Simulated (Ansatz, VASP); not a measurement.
TaTi: VASP beside Ansatz

```xyz
2
Lattice="1.6329 -2.2975 0.0000 1.6329 2.2975 0.0000 0.0000 0.0000 4.6841" Properties=species:S:1:pos:R:3 pbc="T T T"
Ti    1.6329    0.0000    2.3421
Ta    0.0000    0.0000    0.0000
```

Alike in both runs: task single point; functional LDA; k mesh 8 × 8 × 5; no spin polarisation.

|  | VASP | Ansatz |
| --- | --- | --- |
| version | VASP 6.6.1 | Ansatz 0.2.0 |
| potentials or method | VASP PAW LDA potentials, release 64 (Ti_sv, Ta_pv), cutoff 520 eV | plane waves, PAW |
| occupations | fermi-dirac, width 0.1 eV | fermi-dirac |
| valence electrons in the cell | 23 | 25 |

```csv
,VASP,Ansatz,Ansatz less VASP
gap on the k mesh at the Fermi level (eV),none,none,-
pressure (GPa),-9.0,-9.3,-0.29
"traceless stress, the component that is largest in VASP (GPa)",-0.69,-0.62,+0.070
```

LDA's correlation is that of Perdew and Zunger in VASP and of Perdew and Wang (1992) in Ansatz. A gap of «none» marks a metal or a gap that the smearing closes. VASP's potentials hold 23 valence electrons a cell and Ansatz's 25, so a difference there can come from the potentials and not from the codes.

Spin-orbit coupling is off throughout.
